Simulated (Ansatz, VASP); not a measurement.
Sc2SiF2 in VASP and in Ansatz

The input INCAR:

```
ALGO = Normal ; EDIFF = 1E-7
EDIFFG = -0.01 ; ENCUT = 600
GGA = PE ; GGA_COMPAT = F
IBRION = 2 ; ISIF = 3
ISMEAR = 0 ; LASPH = T
LCHARG = F ; LREAL = F
LWAVE = F ; NELM = 120
NELMIN = 4 ; NSW = 100
PREC = Accurate ; SIGMA = 0.1
```

KPOINTS

```
k-points
0
Gamma
  12 12 6
```

POSCAR

```
Sc2SiF2
1.0
    3.7356128847      0.0000000000      0.0000000000
   -1.8678064424      3.2351356569      0.0000000000
    0.0000000000      0.0000000000      6.3302599690
Sc Si F
2 1 2
Direct
    0.0000000000      0.0000000000      0.7311650969
    0.0000000000      0.0000000000      0.2688349031
    0.3333333333      0.6666666667      0.0000000000
    0.6666666667      0.3333333333      0.5000000000
    0.3333333333      0.6666666667      0.5000000000
```

Input for Ansatz:

```yaml
crystal:
  lattice:
    - [3.7356128847, 0.0, 0.0]
    - [-1.8678064424, 3.2351356569, 0.0]
    - [0.0, 0.0, 6.330259969]
  atoms:
    - { symbol: Sc, position: [0.0, 0.0, 0.7311650969] }
    - { symbol: Sc, position: [0.0, 0.0, 0.2688349031] }
    - { symbol: Si, position: [0.3333333333, 0.6666666667, 0.0] }
    - { symbol: F, position: [0.6666666667, 0.3333333333, 0.5] }
    - { symbol: F, position: [0.3333333333, 0.6666666667, 0.5] }
basis:
  ecutwfc: 420
kpoints:
  mp_grid: { grid: [12, 12, 6] }
hamiltonian:
  xc: pbe
scf:
  occupations: { method: gaussian, width: 0.1 }
output:
  forces: true
  stress: true
  eigenvalues: true
relax:
  adjacent_minimum: "off"
  f_tol: 0.01
  max_steps: 80
  cell: { stress_tol: 0.05 }
```

Alike in both runs: task relaxation of cell and atoms; functional PBE; k mesh 12 × 12 × 6; occupations gaussian, width 0.1 eV; no spin polarisation.

|  | VASP | Ansatz |
| --- | --- | --- |
| version | VASP 6.6.1 | Ansatz 0.2.0 |
| potentials or method | VASP PAW PBE potentials, release 64 (Sc_sv, Si, F), cutoff 600 eV | scalar-relativistic, plane waves, PAW |
| valence electrons in the cell | 40 | 40 |

```tsv
	VASP	Ansatz	Ansatz less VASP
gap on the k mesh at the Fermi level, each at its own relaxed structure (eV)	none	none	-
relaxed volume (Å³/atom)	15.30	15.29	-0.004
relaxed cell length with the largest relative difference (Å)	3.734	3.733	-0.0007
```

A gap of «none» marks a metal or a gap that the smearing closes.
